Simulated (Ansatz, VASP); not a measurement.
One calculation of InGa3As4, two programs

Contents of INCAR:

```
SYSTEM = InGa3As4
  PREC = Accurate
  ENCUT = 520
  EDIFF = 1E-6
  ISMEAR = -1
  SIGMA = 0.02
  LREAL = .FALSE.
  LASPH = .TRUE.
  NELM = 100
  ALGO = Normal
  ISIF = 2
  LWAVE = .FALSE.
  LCHARG = .TRUE.
  GGA = PE
  LELF = .TRUE.
  LVHAR = .TRUE.
  NBANDS = 46
```

Contents of KPOINTS:

```
regular mesh
0
G
  6 6 6
  0 0 0
```

File POSCAR:

```
InGa3As4
1.0
   -2.8900440255      2.8900440255      5.7688141672
    2.8900440255     -2.8900440255      5.7688141672
    2.8900440255      2.8900440255     -5.7688141672
Ga As In
3 4 1
Direct
    0.7500000000      0.2500000000      0.5000000000
    0.5000000000      0.5000000000      0.0000000000
    0.2500000000      0.7500000000      0.5000000000
    0.1327533333      0.6075492582      0.0000000000
    0.8672466667      0.8672466667      0.4747959249
    0.6075492582      0.1327533333      0.0000000000
    0.3924507418      0.3924507418      0.5252040751
    0.0000000000      0.0000000000      0.0000000000
```

Input for Ansatz:

```yaml
crystal:
  lattice:
    - [-2.8900440255, 2.8900440255, 5.7688141672]
    - [2.8900440255, -2.8900440255, 5.7688141672]
    - [2.8900440255, 2.8900440255, -5.7688141672]
  atoms:
    - { symbol: Ga, position: [0.75, 0.25, 0.5] }
    - { symbol: As, position: [0.1327533333, 0.6075492582, 0.0] }
    - { symbol: Ga, position: [0.5, 0.5, 0.0] }
    - { symbol: As, position: [0.8672466667, 0.8672466667, 0.4747959249] }
    - { symbol: Ga, position: [0.25, 0.75, 0.5] }
    - { symbol: As, position: [0.6075492582, 0.1327533333, 0.0] }
    - { symbol: In, position: [0.0, 0.0, 0.0] }
    - { symbol: As, position: [0.3924507418, 0.3924507418, 0.5252040751] }
kpoints:
  mp_grid: { grid: [6, 6, 6] }
  band_path:
    path:
      - [[0.0, 0.0, 0.0], [1.308245462322e-17, -1.308245462322e-17, 0.5], [0.25, 0.25, 0.25], [-6.492728888196e-17, 0.5, 6.492728888196e-17], [0.0, 0.0, 0.0], [0.5, 0.5, -0.5], [0.3127445238233, 0.6872554761767, -0.3127445238233]]
      - [[-0.3127445238233, 0.3127445238233, 0.3127445238233], [0.0, 0.0, 0.0]]
      - [[1.308245462322e-17, -1.308245462322e-17, 0.5], [-0.1254890476466, 0.1254890476466, 0.5]]
      - [[0.5, 0.5, -0.1254890476466], [0.5, 0.5, -0.5]]
    npoints: 10
hamiltonian:
  xc: pbe
scf:
  occupations: { method: fermi_dirac, width: 0.02 }
  n_extra_bands: 6
output:
  forces: true
  stress: true
  eigenvalues: true
```

Alike in both runs: task single point; functional PBE; k mesh 6 × 6 × 6; occupations fermi-dirac, width 0.02 eV; no spin polarisation.

|  | VASP | Ansatz |
| --- | --- | --- |
| version | VASP 6.6.1 | Ansatz 0.2.0 |
| potentials or method | VASP PAW PBE potentials, release 64 (Ga_d, As, In_d) | plane waves, PAW |
| plane-wave cutoff (eV) | 520 | 420 |
| valence electrons in the cell | 72 | 112 |

```csv
,VASP,Ansatz,Ansatz less VASP
pressure (GPa),2.6,2.5,-0.12
rms of the force components (eV/Å),0.005,0.004,-0.0011
```

VASP's potentials hold 72 valence electrons a cell and Ansatz's 112, so a difference there can come from the potentials and not from the codes.
